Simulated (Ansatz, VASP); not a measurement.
**SnSe: VASP beside Ansatz**

INCAR

```
SYSTEM = SnSe
PREC     = Accurate       ! precision mode
ENCUT    = 600            ! plane-wave cutoff, eV
EDIFF    = 1E-6           ! SCF threshold, eV
ISMEAR   = 0              ! smearing method
SIGMA    = 0.02           ! smearing width, eV
LREAL    = .False.        ! projectors in reciprocal space
LASPH    = .True.         ! aspherical terms in the spheres
NELM     = 100            ! most SCF steps
ALGO     = Normal         ! electronic algorithm
ISIF     = 3              ! what is computed and relaxed
LWAVE    = .False.        ! write WAVECAR
LCHARG   = .False.        ! write CHGCAR
GGA      = PE             ! functional
IVDW     = 12             ! dispersion correction
IBRION   = 2              ! ionic algorithm
NSW      = 100            ! ionic steps
EDIFFG   = -0.005         ! ionic threshold
```

The input KPOINTS:

```
regular mesh
0
Gamma
  6 6 6
  0 0 0
```

File POSCAR:

```
SnSe
1.0
    4.2130146606      0.0000000000      0.0000000000
    0.0000000000      4.2130146606      0.0000000000
    0.0000000000      0.0000000000      5.9864990844
Sn Se
2 2
Direct
    0.5000000000      0.0000000000      0.2501496698
    0.0000000000      0.5000000000      0.7498503302
    0.5000000000      0.0000000000      0.7499237844
    0.0000000000      0.5000000000      0.2500762156
```

Input for Ansatz:

```yaml
crystal:
  lattice:
    - [4.2130146656, 0.0, 0.0]
    - [0.0, 4.2130146656, 0.0]
    - [0.0, 0.0, 5.9864991123]
  atoms:
    - { symbol: Sn, position: [0.5, 0.0, 0.2501496767] }
    - { symbol: Sn, position: [0.0, 0.5, 0.7498503233] }
    - { symbol: Se, position: [0.5, 0.0, 0.7499237797] }
    - { symbol: Se, position: [0.0, 0.5, 0.2500762203] }
basis:
  ecutwfc: 420
kpoints:
  mp_grid: { grid: [6, 6, 6] }
hamiltonian:
  xc: pbe
  dispersion: d3bj
scf:
  occupations: { method: gaussian, width: 0.02 }
output:
  forces: true
  stress: true
  eigenvalues: true
  write_density: true
  write_potential: true
  elf: true
  volumetric_format: npy
relax:
  adjacent_minimum: "off"
  f_tol: 0.005
  max_steps: 80
  cell: { stress_tol: 0.05 }
```

Alike in both runs: task relaxation of cell and atoms; functional PBE; dispersion D3(BJ); k mesh 6 × 6 × 6; occupations gaussian, width 0.02 eV; no spin polarisation.

|  | VASP | Ansatz |
| --- | --- | --- |
| version | VASP 6.6.1 | Ansatz 0.2.0 |
| potentials or method | VASP PAW PBE potentials, release 64 (Sn_d, Se), cutoff 600 eV | scalar-relativistic, plane waves, PAW |
| valence electrons in the cell | 40 | 60 |

|  | VASP | Ansatz | Ansatz less VASP |
| --- | --- | --- | --- |
| gap on the k mesh at the Fermi level, each at its own relaxed structure (eV) | 0.40 | 0.40 | -0.001 |
| relaxed volume (Å³/atom) | 26.63 | 26.61 | -0.019 |
| relaxed cell length with the largest relative difference (Å) | 5.973 | 5.971 | -0.0017 |

VASP's potentials hold 40 valence electrons a cell and Ansatz's 60, so a difference there can come from the potentials and not from the codes. Ansatz's warnings: relaxed geometry near dispersion switch.
